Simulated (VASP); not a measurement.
**Te5Pd: single point with PBE**

Te5Pd:

```xyz
6
Lattice="2.9566 1.7070 5.2490 -2.9566 1.7070 5.2490 0.0000 -3.4139 5.2490" Properties=species:S:1:pos:R:3 pbc="T T T"
Te    0.0000    0.0000    2.2521
Te    0.6954    1.7070    5.2490
Te   -1.8260   -0.2512    5.2490
Te    0.0000    0.0000   13.4950
Te    1.1306   -1.4558    5.2490
Pd    0.0000    0.0000    7.8736
```

The cell was generated, and may not be a known phase.

```json
{
 "Program": "VASP 6.6.1",
 "Task": "single point",
 "Functional": "PBE",
 "Potentials or basis": "VASP PAW PBE potentials, release 64 (Te, Pd)",
 "Cutoff": "520 eV",
 "k mesh": "3 × 3 × 3",
 "Occupations": "gaussian, width 0.1 eV",
 "Spin": "no spin polarisation"
}
```

- Pressure: 0.1 GPa
- Largest force: 0.022 eV/Å
- Band gap on the k mesh: zero (bands 20 and 21 overlap by 0.44 eV)

Forces in eV/Å, atoms in the order of the input:
```
Te   0.000  0.000 -0.012
Te   0.022  0.000  0.000
Te  -0.011  0.019  0.000
Te   0.000  0.000  0.012
Te  -0.011 -0.019  0.000
Pd   0.000  0.000  0.000
```

Levels at points of the mesh, in eV from the Fermi level:
```
           k point  band 16  band 17  band 18  band 19  band 20  band 21  band 22  band 23  band 24  band 25
(0.00, 0.00, 0.00)    -1.62    -1.62    -0.94    -0.94     0.33     1.06     1.06     1.58     2.35     2.67
```

It took 39 s on 1 thread of Intel(R) Xeon(R) 6975P-C (Granite Rapids), with other jobs on the host, peak memory 0.31 GiB.

Caveat: the k points lie up to 0.43 Å⁻¹ apart; spin-orbit coupling is left out, which moves the levels of the heavy elements.
